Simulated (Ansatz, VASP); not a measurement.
## GaP in VASP and in Ansatz

```
CELL_PARAMETERS angstrom
3.81207 0.00000 0.00000
0.00000 5.39107 0.00000
0.00000 0.00000 19.81210
ATOMIC_POSITIONS crystal
Ga 0.25000 0.08859 0.42106
Ga 0.75000 0.66770 0.50000
Ga 0.25000 0.08859 0.57894
P 0.75000 0.87230 0.39326
P 0.25000 0.41053 0.50000
P 0.75000 0.87230 0.60674
```

Alike in both runs: functional LDA; k mesh 8 × 6 × 1; occupations fermi-dirac, width 0.02 eV; no spin polarisation.

Ansatz relaxed the structure, and its values are those at the end. VASP's run is a single point on that final structure, the one shown.

|  | VASP | Ansatz |
| --- | --- | --- |
| version | VASP 6.6.1 | Ansatz 0.2.0 |
| potentials or method | VASP PAW LDA potentials, release 64 (Ga_d, P) | PAW with Ansatz's default frozen-core files, scalar-relativistic |
| plane-wave cutoff (eV) | 520 | 420 |
| valence electrons in the cell | 54 | 54 |

|  | VASP | Ansatz | Ansatz less VASP |
| --- | --- | --- | --- |
| rms of the force components (eV/Å) | 0.004 | 0.000 | -0.0032 |

LDA's correlation is that of Perdew and Zunger in VASP and of Perdew and Wang (1992) in Ansatz. Ansatz's warnings: stress scf threshold loose, xc potential rough in thin density.
